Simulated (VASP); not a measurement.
Wanted: the native input for a VASP 6.6.1 run.

* Task: single point
* Functional: PBE
* Potentials or basis: VASP PAW PBE potentials, release 64 (Al, P)
* Cutoff: 500 eV
* k mesh: 6 × 6 × 6
* Occupations: gaussian, width 0.01 eV
* Spin: no spin polarisation
* Dipole correction: no
* Further INCAR settings: ALGO = Normal; EDIFF = 1e-06; NBANDS = 11

The structure of AlP lies in POSCAR:

```
AlP
1.0
    0.0000000000      2.6698619393      2.6698619393
    2.6698619393      0.0000000000      2.6698619393
    2.6698619393      2.6698619393      0.0000000000
Al P
1 1
Direct
    0.0000000000      0.0000000000      0.0000000000
    0.2500000000      0.2500000000      0.2500000000
```

These files were run (other wordings do the same):

INCAR

```
SYSTEM = AlP
  ALGO = Normal
  EDIFF = 1E-6
  ENCUT = 500
  GGA = PE
  GGA_COMPAT = .False.
  ISIF = 2
  ISMEAR = 0
  LASPH = .True.
  LCHARG = .True.
  LELF = .True.
  LREAL = .False.
  LVHAR = .True.
  LWAVE = .False.
  NBANDS = 11
  NELM = 120
  PREC = Accurate
  SIGMA = 0.01
```

KPOINTS

```
k-points
0
Gamma
  6 6 6
  0 0 0
```

Potentials or basis: VASP PAW PBE potentials, release 64 (Al, P).

Command:

```sh
$ cat potpaw_PBE.64/Al/POTCAR potpaw_PBE.64/P/POTCAR > POTCAR
$ mpirun -np 1 vasp_std > vasp.out
```

Results of the run:

* Pressure: 9.2 GPa
* Band gap on the k mesh: 1.43 eV, indirect (least direct gap 3.68 eV)

Wall time 3.6 s on 1 thread of Intel(R) Xeon(R) 6975P-C (Granite Rapids), on a shared host, peak memory 0.14 GiB.
